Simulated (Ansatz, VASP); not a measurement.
## Two plane-wave programs on TlWCl6

INCAR

```
SYSTEM = TlWCl6
PREC = Accurate
ENCUT = 520
EDIFF = 1E-7
ISMEAR = 0
SIGMA = 0.1
LREAL = .FALSE.
LASPH = .TRUE.
NELM = 150
ALGO = Normal
ISIF = 2
LWAVE = .FALSE.
LCHARG = .FALSE.
ISPIN = 2
MAGMOM = 0 0.63 0 0 0 0 0 0
LORBIT = 11
LMAXMIX = 4
GGA = PE
NBANDS = 48
```

File KPOINTS:

```
regular mesh
0
G
  3 3 3
  0 0 0
```

The input POSCAR:

```
TlWCl6
1.0
    3.4170730000      1.9728480000      6.2841380000
   -3.4170730000      1.9728480000      6.2841380000
    0.0000000000     -3.9456961000      6.2841380000
Tl W Cl
1 1 6
Direct
    0.0000000000      0.0000000000      0.0000000000
    0.5000000000      0.5000000000      0.5000000000
    0.6753210000      0.1251670000      0.4848450000
    0.3246790000      0.8748330000      0.5151550000
    0.4848450000      0.6753210000      0.1251670000
    0.5151550000      0.3246790000      0.8748330000
    0.1251670000      0.4848450000      0.6753210000
    0.8748330000      0.5151550000      0.3246790000
```

Input for Ansatz:

```yaml
crystal:
  lattice:
    - [3.417073, 1.972848, 6.284138]
    - [-3.417073, 1.972848, 6.284138]
    - [0.0, -3.9456961, 6.284138]
  atoms:
    - { symbol: Tl, position: [0.0, 0.0, 0.0] }
    - { symbol: W, position: [0.5, 0.5, 0.5], spin: 0.63 }
    - { symbol: Cl, position: [0.675321, 0.125167, 0.484845] }
    - { symbol: Cl, position: [0.324679, 0.874833, 0.515155] }
    - { symbol: Cl, position: [0.484845, 0.675321, 0.125167] }
    - { symbol: Cl, position: [0.515155, 0.324679, 0.874833] }
    - { symbol: Cl, position: [0.125167, 0.484845, 0.675321] }
    - { symbol: Cl, position: [0.874833, 0.515155, 0.324679] }
basis:
  ecutwfc: 420
kpoints:
  mp_grid: { grid: [3, 3, 3] }
hamiltonian:
  xc: pbe
scf:
  occupations: { method: gaussian, width: 0.1 }
  lower_state_search: "off"
output:
  forces: true
  stress: true
  eigenvalues: true
  populations: true
magnetization:
  spin_polarized: true
```

Alike in both runs: task single point; functional PBE; k mesh 3 × 3 × 3; occupations gaussian, width 0.1 eV; collinear spin.

|  | VASP | Ansatz |
| --- | --- | --- |
| version | VASP 6.6.1 | Ansatz 0.2.0 |
| potentials or method | VASP PAW PBE potentials, release 64 (Tl_d, W_sv, Cl), cutoff 520 eV | scalar-relativistic, plane waves, PAW |
| valence electrons in the cell | 69 | 69 |

|  | VASP | Ansatz | Ansatz less VASP |
| --- | --- | --- | --- |
| gap on the k mesh at the Fermi level (eV) | none | none | - |
| pressure (GPa) | 0.2 | 0.3 | +0.06 |
| traceless stress, the component that is largest in VASP (GPa) | -0.09 | -0.09 | +0.001 |
| rms of the force components (eV/Å) | 0.056 | 0.056 | -0.0004 |
| net moment per atom (μB) | 0.13 | 0.12 | 0.000 |
| size of the moment on the site where the two differ most (μB) | 0.76 | 0.57 | -0.184 |

Site moments also hang on the region over which each program counts them. Atom by atom the forces differ by 0.000 eV/Å (rms over components). A gap of «none» marks a metal or a gap that the smearing closes.

The k mesh is coarse, so the values compare programs but aren't converged. Neither program's run includes spin-orbit coupling.
